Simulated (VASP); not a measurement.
A run of VASP 6.6.1:

Contents of INCAR:

```
  PREC = Accurate
  ENCUT = 600
  EDIFF = 1E-6
  ISMEAR = 0
  SIGMA = 0.15
  LREAL = False
  LASPH = True
  NELM = 120
  ALGO = Normal
  ISIF = 2
  LWAVE = False
  LCHARG = False
  GGA = PE
  NBANDS = 22
  GGA_COMPAT = False
```

Contents of KPOINTS:

```
regular mesh
0
Gamma
  3 3 3
```

POSCAR

```
Mg5SiN2
1.0
   -3.5862856798      3.5862856798      2.8855780710
    3.5862856798     -3.5862856798      2.8855780710
    3.5862856798      3.5862856798     -2.8855780710
Mg Si N
5 1 2
Direct
    0.7387111622      0.7387111622      0.4774223243
    0.2612888378      0.2612888378      0.5225776757
    0.7387111622      0.2612888378      0.0000000000
    0.2612888378      0.7387111622      0.0000000000
    0.0000000000      0.0000000000      0.0000000000
    0.5000000000      0.5000000000      0.0000000000
    0.5000000000      0.0000000000      0.5000000000
    0.0000000000      0.5000000000      0.5000000000
```

Potentials or basis: VASP PAW PBE potentials, release 64 (Mg, Si, N).

Run with:

```console
$ cat potpaw_PBE.64/Mg/POTCAR potpaw_PBE.64/Si/POTCAR potpaw_PBE.64/N/POTCAR > POTCAR
$ mpirun -np 1 vasp_std > vasp.out
```

Hardware: 1 thread of AMD EPYC 7R43 64-Core Processor (Zen 3) (shared host).

How long does it take, and how much memory?

Run time: 51 s on 1 thread of AMD EPYC 7R43 64-Core Processor (Zen 3), on a shared host, peak memory 0.28 GiB. Counts: scf iterations 16, k points 6.
